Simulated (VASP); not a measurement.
# V (P6/mmm) in VASP: a series of runs

V is run at these levels: PBE; tasks: relaxation of shape and atoms at fixed volume, relaxation of cell and atoms, single point.

All numbers are computed with VASP 6.6.1; they aren't measurements. Logs are shortened: lines on timing, memory, paths and dates and some standing lists are left out, and cuts for length are marked.

## (1) The cell of the first run

It takes space group P6/mmm (No. 191, hexagonal). Conventional cell: a = 2.556 Å, b = 2.556 Å, c = 2.385 Å, α = 90.00°, β = 90.00°, γ = 120.00°. Within 3.2 Å of V (site symmetry 6/mmm) lie 8 V at 2.38 to 2.56 Å.

This isn't the form of V at room conditions, which is bcc.

## (2) Relaxation of shape and atoms at fixed volume, PBE

INCAR reads:

```
SYSTEM = V
ALGO = Normal
EDIFF = 1E-7
EDIFFG = -0.005
ENCUT = 500
GGA = PE
GGA_COMPAT = .FALSE.
IBRION = 2
ISIF = 4
ISMEAR = -1
LASPH = .TRUE.
LCHARG = .FALSE.
LREAL = .FALSE.
LWAVE = .FALSE.
NELM = 120
NELMIN = 4
NSW = 50
PREC = Accurate
SIGMA = 0.05
```

KPOINTS reads:

```
k-points
0
G
  17 17 15
  0 0 0
```

POSCAR reads:

```
V
1.0
    2.5556702340      0.0000000000      0.0000000000
   -1.2778351170      2.2132753464      0.0000000000
    0.0000000000      0.0000000000      2.3848371765
V
1
Direct
    0.0000000000      0.0000000000      0.0000000000
```

Potentials or basis: VASP PAW PBE potentials, release 64 (V_sv).

The run is started by

```bash
> cat potpaw_PBE.64/V_sv/POTCAR > POTCAR
> mpirun -np 1 vasp_std > vasp.out
```

OUTCAR:

```text
SYSTEM = V
   EDIFF = 1E-7
   EDIFFG = -0.005
   ENCUT = 500
   GGA = PE
   IBRION = 2
   ISIF = 4
   ISMEAR = -1
   LASPH = .TRUE.
   LREAL = .FALSE.
   NELM = 120
   NELMIN = 4
   NSW = 50
   PREC = Accurate

 ion  position               nearest neighbor table
   1  0.000  0.000  0.000-

  LATTYP: Found a hexagonal cell.
 ALAT       =     2.5556702340
 C/A-ratio  =     0.9331552814

  Lattice vectors:

 A1 = (   2.5556702340,   0.0000000000,   0.0000000000)
 A2 = (  -1.2778351170,   2.2132753464,   0.0000000000)
 A3 = (   0.0000000000,   0.0000000000,   2.3848371765)

Analysis of symmetry for initial positions (statically):
=====================================================================
 Subroutine PRICEL returns:
 Original cell was already a primitive cell.

 Routine SETGRP: Setting up the symmetry group for a
 hexagonal supercell.

 Subroutine GETGRP returns: Found 24 space group operations
 (whereof 24 operations were pure point group operations)
 out of a pool of 24 trial point group operations.

The static configuration has the point symmetry D_6h.

Analysis of symmetry for dynamics (positions and initial velocities):
=====================================================================
 Subroutine PRICEL returns:
 Original cell was already a primitive cell.

 Routine SETGRP: Setting up the symmetry group for a
 hexagonal supercell.

 Subroutine GETGRP returns: Found 24 space group operations
 (whereof 24 operations were pure point group operations)
 out of a pool of 24 trial point group operations.

The dynamic configuration has the point symmetry D_6h.

 Subroutine INISYM returns: Found 24 space group operations
 (whereof 24 operations are pure point group operations),
 and found     1 'primitive' translations

----------------------------------------------------------------------------------------

                                     Primitive cell

  volume of cell :      13.4896

  direct lattice vectors                    reciprocal lattice vectors
     2.555670234  0.000000000  0.000000000     0.391286789  0.225909533  0.000000000
    -1.277835117  2.213275346  0.000000000     0.000000000  0.451819066  0.000000000
     0.000000000  0.000000000  2.384837177     0.000000000  0.000000000  0.419315838

  length of vectors
     2.555670234  2.555670234  2.384837177     0.451819066  0.451819066  0.419315838

  position of ions in fractional coordinates (direct lattice)
     0.000000000  0.000000000  0.000000000

  ion indices of the primitive-cell ions
   primitive index   ion index
                 1           1

----------------------------------------------------------------------------------------

 KPOINTS: k-points

Automatic generation of k-mesh.
 Grid dimensions read from file:
 generate k-points for:   17   17   15

 Generating k-lattice:

  Cartesian coordinates                     Fractional coordinates (reciprocal lattice)
     0.023016870  0.013288796  0.000000000     0.058823529  0.000000000  0.000000000
     0.000000000  0.026577592  0.000000000     0.000000000  0.058823529  0.000000000
     0.000000000  0.000000000  0.027954389     0.000000000  0.000000000  0.066666667

  Length of vectors
     0.026577592  0.026577592  0.027954389

  Shift w.r.t. Gamma in fractional coordinates (k-lattice)
     0.000000000  0.000000000  0.000000000

 Subroutine IBZKPT returns following result:
 ===========================================

 Found    264 irreducible k-points:

 Following reciprocal coordinates:
            Coordinates               Weight
  0.000000  0.000000  0.000000      1.000000
  0.058824  0.000000  0.000000      6.000000
  0.117647  0.000000  0.000000      6.000000
  0.176471  0.000000  0.000000      6.000000
  0.235294  0.000000  0.000000      6.000000
  0.294118  0.000000  0.000000      6.000000
[... 16 lines left out ...]
  0.411765  0.117647  0.000000     12.000000
  0.176471  0.176471  0.000000      6.000000
 [... further k-points ...]
   k-points           NKPTS =    264   k-points in BZ     NKDIM =    264   number of bands    NBANDS=     10
   number of dos      NEDOS =    301   number of ions     NIONS =      1
   total plane-waves  NPLWV =   7200
   dimension x,y,z NGX =    20 NGY =   20 NGZ =   18
   dimension x,y,z NGXF=    40 NGYF=   40 NGZF=   36
   ions per type =               1
   NGX,Y,Z   is equivalent  to a cutoff of  13.01, 13.01, 12.55 a.u.
   NGXF,Y,Z  is equivalent  to a cutoff of  26.02, 26.02, 25.10 a.u.
 SYSTEM =  V
   PREC   = accura    normal or accurate (medium, high low for compatibility)
   ISTART =      0    job   : 0-new  1-cont  2-samecut
   ICHARG =      2    charge: 1-file 2-atom 10-const
   ISPIN  =      1    spin polarized calculation?
   LNONCOLLINEAR =      F non collinear calculations
   LSORBIT =      F    spin-orbit coupling
   LASPH  =      T    aspherical Exc in radial PAW
   ENCUT  =  500.0 eV  36.75 Ry    6.06 a.u.   4.66  4.66  4.35*2*pi/ulx,y,z
   NELM   =    120;   NELMIN=  4; NELMDL= -5     # of ELM steps
   EDIFF  = 0.1E-06   stopping-criterion for ELM
   LREAL  =      F    real-space projection
   EDIFFG = -.5E-02   stopping-criterion for IOM
   NSW    =     50    number of steps for IOM
   IBRION =      2    ionic relax: 0-MD 1-quasi-New 2-CG
   NFREE  =      1    steps in history (QN), initial steepest desc. (CG)
   ISIF   =      4    stress and relaxation
   ISYM   =      2    0-nonsym 1-usesym 2-fastsym
   POTIM  = 0.5000    time-step for ionic-motion
   TEBEG  =    0.0;   TEEND  =   0.0 temperature during run
   PSTRESS=    0.0 pullay stress
   NELECT =      13.0000    total number of electrons
   NUPDOWN=      -1.0000    fix difference up-down
   EMIN   =  10.00;   EMAX   =-10.00  energy-range for DOS
   EFERMI =   0.00;   METHOD = LEGACY
   ISMEAR =    -1;   SIGMA  =   0.05  broadening in eV -4-tet -1-fermi 0-gaus
   EFERMI_NEDOS =   21; number of points for ismear=-14 and -15
   IALGO  =     38    algorithm
   IMIX   =      4    mixing-type and parameters
     AMIX     =   0.40;   BMIX     =  1.00
     AMIX_MAG =   1.60;   BMIX_MAG =  1.00
  volume/ion in A,a.u.               =      13.49        91.03
  Fermi-wavevector in a.u.,A,eV,Ry     =   1.617048  3.055778 35.577122  2.614845
  Thomas-Fermi vector in A             =   2.711536
   LORBIT       =      0    0 simple, 1 ext, 2 COOP (PROOUT), +10 PAW based schemes
   GGA     = PE    functional components
   LHFCALC =     F    Hartree Fock is set to
   AEXX    =    0.0000 exact exchange contribution
   IVDW    =     0    specifies the selected vdW correction
   LEPSILON=     F    determine dielectric tensor
   LRPA    =     F    only Hartree local field effects (RPA)
 conjugate gradient relaxation of ions
 non-spin polarized calculation
  energy-cutoff  :      500.00
  volume of cell :       13.49
 maximum number of plane-waves:       357
 NGX is ok and might be reduce to    20
   NGX =  9   NGY =  9   NGZ =  9

--------------------------------------- Ionic step        1  -------------------------------------------

 number of electron      13.0000003 magnetization

 Free energy of the ion-electron system (eV)
  ---------------------------------------------------
  ext. energy  EPLUGINS =         0.00000000
  ---------------------------------------------------
  free energy    TOTEN  =        -8.49709648 eV

  energy without entropy =       -8.48563000  energy(sigma->0) =       -8.49136324

------------------------ aborting loop because EDIFF is reached ----------------------------------------

  FORCE on cell =-STRESS in cart. coord.  units (eV):
  Direction    XX          YY          ZZ          XY          YZ          ZX
  --------------------------------------------------------------------------------------
  -------------------------------------------------------------------------------------
  Total        0.7641154      0.7641154      0.7498797      0.0000000      0.0000000      0.0000000
  in kB       90.7549949     90.7549949     89.0642057      0.0000000      0.0000000      0.0000000
  external PRESSURE =      90.1913985 kB  Pullay stress =       0.0000000 kB

 VOLUME and BASIS-vectors are now :
 -----------------------------------------------------------------------------
  energy-cutoff  :      500.00
  volume of cell :       13.49
      direct lattice vectors                 reciprocal lattice vectors
     2.555670234  0.000000000  0.000000000     0.391286789  0.225909533  0.000000000
    -1.277835117  2.213275346  0.000000000     0.000000000  0.451819066  0.000000000
     0.000000000  0.000000000  2.384837177     0.000000000  0.000000000  0.419315838

 POSITION                                       TOTAL-FORCE (eV/Angst)
 -----------------------------------------------------------------------------------
      0.00000      0.00000      0.00000         0.000000      0.000000      0.000000
 -----------------------------------------------------------------------------------
    total drift:                               -0.000000      0.000000      0.000000

  FREE ENERGIE OF THE ION-ELECTRON SYSTEM (eV)
  ---------------------------------------------------
  free  energy   TOTEN  =        -8.4970964812 eV

  energy  without entropy=       -8.4856300034  energy(sigma->0) =       -8.49136324

--------------------------------------- Ionic step        2  -------------------------------------------

 number of electron      13.0000003 magnetization

 Free energy of the ion-electron system (eV)
  ---------------------------------------------------
  ext. energy  EPLUGINS =         0.00000000
  ---------------------------------------------------
  free energy    TOTEN  =        -8.49709812 eV

  energy without entropy =       -8.48563798  energy(sigma->0) =       -8.49136805

 E-fermi :  10.0510     XC(G=0): -12.8367

 val. band max:       10.0500613643   @ k =   0.0588   0.0588   0.1333
 cond. band min:      10.0515908423   @ k =   0.4118   0.0000   0.2000
 fundamental gap:      0.0015294780
 Fermi energy:        10.0510456172

 k-point     1 :       0.0000    0.0000    0.0000
  band No.  band energies     occupation
      1     -54.0446      2.00000
      2     -27.2506      2.00000
      3     -27.2506      2.00000
      4     -27.2002      2.00000
      5       3.2286      2.00000
      6       7.5088      2.00000
      7      10.2394      0.04519
      8      10.2394      0.04519
      9      13.5800      0.00000
     10      13.5800      0.00000

 k-point     2 :       0.0588    0.0000    0.0000
  band No.  band energies     occupation
      1     -54.0378      2.00000
      2     -27.2874      2.00000
      3     -27.2587      2.00000
      4     -27.1964      2.00000
      5       3.3584      2.00000
      6       7.5554      2.00000
      7      10.1362      0.30833
      8      10.3332      0.00706
      9      13.5006      0.00000
     10      13.5665      0.00000

 k-point     3 :       0.1176    0.0000    0.0000
  band No.  band energies     occupation
      1     -54.0181      2.00000
      2     -27.3920      2.00000
      3     -27.2818      2.00000
      4     -27.1855      2.00000
      5       3.7357      2.00000
      6       7.6871      2.00000
      7       9.8618      1.95560
      8      10.6083      0.00003
      9      13.2804      0.00000
     10      13.5281      0.00000
[... 248 lines left out ...]
 k-point    23 :       0.4118    0.1176    0.0000
  band No.  band energies     occupation
      1     -53.8333      2.00000
      2     -28.2405      2.00000
      3     -27.5727      2.00000
      4     -27.0842      2.00000
      5       6.9144      2.00000
      6       8.4316      2.00000
      7      10.1132      0.44790
      8      11.7384      0.00000
      9      13.0195      0.00000
     10      14.4534      0.00000

 k-point    24 :       0.1765    0.1765    0.0000
  band No.  band energies     occupation
      1     -53.9056      2.00000
      2     -27.9043      2.00000
      3     -27.4764      2.00000
      4     -27.1236      2.00000
      5       6.1145      2.00000
      6       8.4338      2.00000
      7       8.5929      2.00000
      8      12.3055      0.00000
      9      12.6847      0.00000
     10      13.1836      0.00000

 [... further k-points ...]

------------------------ aborting loop because EDIFF is reached ----------------------------------------

  FORCE on cell =-STRESS in cart. coord.  units (eV):
  Direction    XX          YY          ZZ          XY          YZ          ZX
  --------------------------------------------------------------------------------------
  -------------------------------------------------------------------------------------
  Total        0.7564723      0.7564723      0.7635290      0.0000000     -0.0000000      0.0000000
  in kB       89.8472093     89.8472093     90.6853477      0.0000000     -0.0000000      0.0000000
  external PRESSURE =      90.1265888 kB  Pullay stress =       0.0000000 kB

 VOLUME and BASIS-vectors are now :
 -----------------------------------------------------------------------------
  energy-cutoff  :      500.00
  volume of cell :       13.49
      direct lattice vectors                 reciprocal lattice vectors
     2.556255418  0.000000000  0.000000000     0.391197215  0.225857817 -0.000000000
    -1.278127709  2.213782130  0.000000000     0.000000000  0.451715635 -0.000000000
     0.000000000  0.000000000  2.383745417     0.000000000 -0.000000000  0.419507886

 POSITION                                       TOTAL-FORCE (eV/Angst)
 -----------------------------------------------------------------------------------
      0.00000      0.00000      0.00000         0.000000      0.000000      0.000000
 -----------------------------------------------------------------------------------
    total drift:                               -0.000000      0.000000      0.000000

  FREE ENERGIE OF THE ION-ELECTRON SYSTEM (eV)
  ---------------------------------------------------
  free  energy   TOTEN  =        -8.4970981223 eV

  energy  without entropy=       -8.4856379800  energy(sigma->0) =       -8.49136805

 reached required accuracy - stopping structural energy minimisation
```

Run time: 68 s. Hardware: 1 thread of Intel Xeon 8259CL, shared host; peak memory 0.15 GiB.

Results:

* Free energy: -8.4971 eV
* Energy gained by relaxing: 0.0 meV/atom
* Ionic steps: 2
* Pressure after relaxing: 9.0 GPa
* Band gap on the k mesh: zero (an odd number of electrons rules out a gap without spin polarisation)

Final structure:
```
V
1.0
     2.55626    0.00000    0.00000
    -1.27813    2.21378    0.00000
     0.00000    0.00000    2.38375
V
1
Direct
  0.00000 0.00000 0.00000
```

Levels at points of the mesh, in eV from the Fermi level:
```tsv
k point	band 2	band 3	band 4	band 5	band 6	band 7	band 8	band 9	band 10
(0.00, 0.00, 0.00)	-37.30	-37.30	-37.25	-6.82	-2.54	0.19	0.19	3.53	3.53
```

## (3) Relaxation of cell and atoms, PBE

This run uses another cell than the first one, of 14.02 Å³/atom.

INCAR reads:

```
SYSTEM = V
PREC = Accurate
ENCUT = 500
EDIFF = 1E-7
ISMEAR = -1
SIGMA = 0.05
LREAL = .FALSE.
LASPH = .TRUE.
NELM = 120
ALGO = Normal
ISIF = 3
LWAVE = .FALSE.
LCHARG = .FALSE.
GGA = PE
IBRION = 2
NSW = 60
EDIFFG = -0.005
GGA_COMPAT = .FALSE.
NELMIN = 4
```

KPOINTS reads:

```
Automatic mesh
0
G
  17 17 15
  0 0 0
```

POSCAR reads:

```
V
1.0
    2.5822607972      0.0000000000      0.0000000000
   -1.2911303986      2.2363034496      0.0000000000
    0.0000000000      0.0000000000      2.4273251494
V
1
Direct
    0.0000000000      0.0000000000      0.0000000000
```

Potentials or basis: VASP PAW PBE potentials, release 64 (V_sv).

The run is started by

```bash
> cat potpaw_PBE.64/V_sv/POTCAR > POTCAR
> mpirun -np 1 vasp_std > vasp.out
```

Wall time 2.2 min (1 thread of Intel Xeon 8259CL, shared host); peak memory 0.16 GiB.

The run converged. Its results:

| Item | Value |
| --- | --- |
| Free energy | -8.5171 eV |
| Relaxed volume | 14.21 Å³/atom |
| Relaxed cell | a = 2.600 Å, b = 2.600 Å, c = 2.427 Å, α = 90.00°, β = 90.00°, γ = 120.00° |
| Space group after relaxing (to 0.1 Å) | P6/mmm (No. 191) |
| Energy gained by relaxing | 1.8 meV/atom |
| Ionic steps | 5 |
| Pressure after relaxing | 0.0 GPa |
| Band gap on the k mesh | zero (an odd number of electrons rules out a gap without spin polarisation) |

Step by step:
```csv
step,energy change (eV),largest force (eV/Å),pressure (GPa),volume (Å³)
1,0.0000,0.0000,2.24,14.02
2,-0.0001,0.0000,-2.30,14.42
3,-0.0017,0.0000,-0.13,14.22
4,-0.0018,0.0000,0.00,14.20
5,-0.0018,0.0000,0.00,14.21
```

Final structure:
```
V
1.0
     2.59975    0.00000    0.00000
    -1.29987    2.25145    0.00000
     0.00000    0.00000    2.42727
V
1
Cartesian
  0.0000 0.0000 0.0000
```

Levels at points of the mesh, in eV from the Fermi level:
```csv
k point,band 4,band 5,band 6,band 7,band 8,band 9,band 10
"(0.00, 0.00, 0.00)",-37.37,-6.69,-2.37,0.20,0.20,3.31,3.31
```

[end of part 1 of 2]
